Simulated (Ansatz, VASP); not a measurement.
**Ga4AsP3 in VASP and in Ansatz**

INCAR

```
PREC = Accurate
ENCUT = 520
EDIFF = 1E-7
ISMEAR = 0
SIGMA = 0.01
LREAL = False
LASPH = True
NELM = 60
ALGO = Normal
ISIF = 2
LWAVE = False
LCHARG = False
GGA = PE
NBANDS = 46
```

KPOINTS

```
regular mesh
0
Gamma
  6 6 2
```

File POSCAR:

```
Ga4AsP3
1.0
    3.8939028359      0.0000000000      0.0000000000
    0.0000000000      3.8939028359      0.0000000000
    0.0000000000      0.0000000000     10.9986681333
P Ga As
3 4 1
Direct
    0.0000000000      0.0000000000      0.2457075637
    0.5000000000      0.5000000000      0.0000000000
    0.0000000000      0.0000000000      0.7542924363
    0.0000000000      0.5000000000      0.1227669778
    0.5000000000      0.0000000000      0.8772330222
    0.0000000000      0.5000000000      0.6315730436
    0.5000000000      0.0000000000      0.3684269564
    0.5000000000      0.5000000000      0.5000000000
```

Input for Ansatz:

```yaml
crystal:
  lattice:
    - [3.8939028359, 0.0, 0.0]
    - [0.0, 3.8939028359, 0.0]
    - [0.0, 0.0, 10.9986681333]
  atoms:
    - { symbol: P, position: [0.0, 0.0, 0.2457075637] }
    - { symbol: Ga, position: [0.0, 0.5, 0.1227669778] }
    - { symbol: P, position: [0.5, 0.5, 0.0] }
    - { symbol: Ga, position: [0.5, 0.0, 0.8772330222] }
    - { symbol: P, position: [0.0, 0.0, 0.7542924363] }
    - { symbol: Ga, position: [0.0, 0.5, 0.6315730436] }
    - { symbol: As, position: [0.5, 0.5, 0.5] }
    - { symbol: Ga, position: [0.5, 0.0, 0.3684269564] }
kpoints:
  mp_grid: { grid: [6, 6, 2] }
  band_path:
    path:
      - [0.0, 0.0, 0.0]
      - [0.0, 0.5, 0.0]
      - [0.5, 0.5, 0.0]
      - [0.0, 0.0, 0.5]
      - [0.0, 0.5, 0.5]
      - [0.5, 0.5, 0.5]
    npoints: 1
hamiltonian:
  xc: pbe
scf:
  occupations: { method: fixed }
  n_extra_bands: 6
output:
  forces: true
  stress: true
  eigenvalues: true
```

Alike in both runs: task single point; functional PBE; k mesh 6 × 6 × 2; no spin polarisation.

|  | VASP | Ansatz |
| --- | --- | --- |
| version | VASP 6.6.1 | Ansatz 0.2.0 |
| potentials or method | VASP PAW PBE potentials, release 64 (P, Ga_d, As) | plane waves, PAW |
| plane-wave cutoff (eV) | 520 | 420 |
| occupations | gaussian, width 0.01 eV | fixed |
| valence electrons in the cell | 72 | 82 |

|  | VASP | Ansatz | Ansatz less VASP |
| --- | --- | --- | --- |
| gap on the k mesh at the Fermi level (eV) | 1.42 | 1.42 | +0.002 |
| pressure (GPa) | 2.6 | 2.6 | -0.04 |
| rms of the force components (eV/Å) | 0.022 | 0.016 | -0.0055 |

VASP's potentials hold 72 valence electrons a cell and Ansatz's 82, so a difference there can come from the potentials and not from the codes.
